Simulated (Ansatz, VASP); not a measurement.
# BaS in VASP and in Ansatz

File INCAR:

```
SYSTEM = BaS
PREC     = Accurate       ! precision mode
ENCUT    = 520            ! plane-wave cutoff, eV
EDIFF    = 1E-8           ! SCF threshold, eV
ISMEAR   = -1             ! smearing method
SIGMA    = 0.02           ! smearing width, eV
LREAL    = .False.        ! projectors in reciprocal space
LASPH    = .True.         ! aspherical terms in the spheres
NELM     = 80             ! most SCF steps
ALGO     = Normal         ! electronic algorithm
ISIF     = 2              ! what is computed and relaxed
LWAVE    = .False.        ! write WAVECAR
LCHARG   = .False.        ! write CHGCAR
GGA      = PS             ! functional
LEFG     = .True.       
NBANDS   = 15             ! bands
```

KPOINTS

```
Automatic mesh
0
Gamma
  8 8 8
  0 0 0
```

Contents of POSCAR:

```
BaS
1.0
    0.0000000000      3.2043605431      3.2043605431
    3.2043605431      0.0000000000      3.2043605431
    3.2043605431      3.2043605431      0.0000000000
Ba S
1 1
Direct
    0.0000000000      0.0000000000      0.0000000000
    0.5000000000      0.5000000000      0.5000000000
```

Input for Ansatz:

```yaml
crystal:
  lattice:
    - [0.0, 3.2043605431, 3.2043605431]
    - [3.2043605431, 0.0, 3.2043605431]
    - [3.2043605431, 3.2043605431, 0.0]
  atoms:
    - { symbol: Ba, position: [0.0, 0.0, 0.0] }
    - { symbol: S, position: [0.5, 0.5, 0.5] }
kpoints:
  mp_grid: { grid: [8, 8, 8] }
scf:
  occupations: { method: fermi_dirac, width: 0.02 }
hamiltonian:
  xc: pbesol
  pseudopotentials: { kind: all_electron, datasets: crystal }
output:
  forces: true
  stress: true
  eigenvalues: true
  efg: { contact_densities: true }
```

Change from the starting cell: volume scaled by 1.01, crystal datasets.

Alike in both runs: task electric field gradients; functional PBEsol; k mesh 8 × 8 × 8; occupations fermi-dirac, width 0.02 eV; no spin polarisation.

|  | VASP | Ansatz |
| --- | --- | --- |
| version | VASP 6.6.1 | Ansatz 0.2.0 |
| potentials or method | VASP PAW PBE potentials, release 64 (Ba_sv, S), cutoff 520 eV | all-electron PAW with datasets made for the crystal, scalar-relativistic |

|  | VASP | Ansatz | Ansatz less VASP |
| --- | --- | --- | --- |
| gap on the k mesh at the Fermi level (eV) | 2.00 | 2.10 | +0.097 |
| pressure (GPa) | -1.0 | -1.6 | -0.60 |

VASP's potentials were made for PBE, not for PBEsol. Ansatz ran all-electron here, and VASP with PAW potentials.

Neither program's run includes spin-orbit coupling.
